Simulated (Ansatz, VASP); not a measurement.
AlRu in VASP and in Ansatz

Contents of INCAR:

```
  PREC = Accurate
  ENCUT = 520
  EDIFF = 1E-8
  ISMEAR = -1
  SIGMA = 0.05
  LREAL = False
  LASPH = True
  NELM = 80
  ALGO = Normal
  ISIF = 2
  LWAVE = False
  LCHARG = False
  GGA = PS
  LEFG = True
  NBANDS = 16
```

KPOINTS

```
Automatic mesh
0
Gamma
  12 12 12
```

File POSCAR:

```
AlRu
1.0
    2.9916000000      0.0000000000      0.0000000000
    0.0000000000      2.9916000000      0.0000000000
    0.0000000000      0.0000000000      2.9916000000
Al Ru
1 1
Direct
    0.0000000000      0.0000000000      0.0000000000
    0.5000000000      0.5000000000      0.5000000000
```

Input for Ansatz:

```yaml
crystal:
  lattice:
    - [2.9916, 0.0, 0.0]
    - [0.0, 2.9916, 0.0]
    - [0.0, 0.0, 2.9916]
  atoms:
    - { symbol: Al, position: [0.0, 0.0, 0.0] }
    - { symbol: Ru, position: [0.5, 0.5, 0.5] }
kpoints:
  mp_grid: { grid: [12, 12, 12] }
  band_path:
    path:
      - [0.0, 0.0, 0.0]
      - [0.0, 0.5, 0.0]
      - [0.5, 0.5, 0.0]
      - [0.0, 0.0, 0.0]
      - [0.5, 0.5, 0.5]
      - [0.0, 0.5, 0.0]
      - [0.5, 0.5, 0.5]
      - [0.5, 0.5, 0.0]
    npoints: 14
scf:
  occupations: { method: fermi_dirac, width: 0.05 }
hamiltonian:
  xc: pbesol
  pseudopotentials: { kind: paw }
output:
  forces: true
  stress: true
  eigenvalues: true
  efg: { contact_densities: true }
  populations: true
  bader: true
  dos: { projected: true, de: 0.2, e_range: [-14, 8] }
  write_density: true
  write_potential: true
  elf: true
  volumetric_format: npy
```

Alike in both runs: task electric field gradients; functional PBEsol; k mesh 12 × 12 × 12; occupations fermi-dirac, width 0.05 eV; no spin polarisation.

|  | VASP | Ansatz |
| --- | --- | --- |
| version | VASP 6.6.1 | Ansatz 0.2.0 |
| potentials or method | VASP PAW PBE potentials, release 64 (Al, Ru_pv) | PAW with Ansatz's default frozen-core files, scalar-relativistic |
| plane-wave cutoff (eV) | 520 | 420 |
| valence electrons in the cell | 17 | 19 |

|  | VASP | Ansatz | Ansatz less VASP |
| --- | --- | --- | --- |
| pressure (GPa) | -3.3 | -3.4 | -0.06 |

VASP's potentials were made for PBE, not for PBEsol. VASP's potentials hold 17 valence electrons a cell and Ansatz's 19, so a difference there can come from the potentials and not from the codes.
